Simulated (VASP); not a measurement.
Here is a VASP 6.6.1 calculation.

The input INCAR:

```
SYSTEM = Hf
PREC     = Accurate       ! precision mode
ENCUT    = 600            ! plane-wave cutoff, eV
EDIFF    = 1E-7           ! SCF threshold, eV
ISMEAR   = -1             ! smearing method
SIGMA    = 0.05           ! smearing width, eV
LREAL    = .FALSE.        ! projectors in reciprocal space
LASPH    = .TRUE.         ! aspherical terms in the spheres
NELM     = 60             ! most SCF steps
ALGO     = Normal         ! electronic algorithm
ISIF     = 3              ! what is computed and relaxed
LWAVE    = .FALSE.        ! write WAVECAR
LCHARG   = .FALSE.        ! write CHGCAR
GGA      = PS             ! functional
IBRION   = 2              ! ionic algorithm
NSW      = 80             ! ionic steps
EDIFFG   = -0.005         ! ionic threshold
PSTRESS  = 300.0
```

Contents of KPOINTS:

```
regular mesh
0
G
  10 10 10
  0 0 0
```

File POSCAR:

```
Hf
1.0
    0.0000000000      2.2200000000      2.2200000000
    2.2200000000      0.0000000000      2.2200000000
    2.2200000000      2.2200000000      0.0000000000
Hf
1
Direct
    0.0000000000      0.0000000000      0.0000000000
```

Potentials or basis: VASP PAW PBE potentials, release 64 (Hf_pv).

Run with:

```bash
$ cat potpaw_PBE.64/Hf_pv/POTCAR > POTCAR
$ mpirun -np 1 vasp_std > vasp.out
```

Q: Estimate the relaxed cell.

A: a = 2.924 Å, b = 2.924 Å, c = 2.924 Å, α = 60.00°, β = 60.00°, γ = 60.00°.

Q: Predict the relaxed volume.

A: 17.68 Å³/atom.

Q: Predict the space group after relaxing (to 0.05 Å).

A: Fm-3m (No. 225).

Final structure:
```yaml
crystal:
  lattice:
    - [0.00000, 2.06773, 2.06773]
    - [2.06773, 0.00000, 2.06773]
    - [2.06773, 2.06773, 0.00000]
  atoms:
    - { symbol: Hf, position: [0.00000, 0.00000, 0.00000] }
```

Caveat: the cell is relaxed towards a set pressure, so the enthalpy falls and the energy may rise; the volume moved by over 15 % at a fixed basis, so the end points are rough; the PAW data sets were made with another functional, which shifts forces and pressure a little.
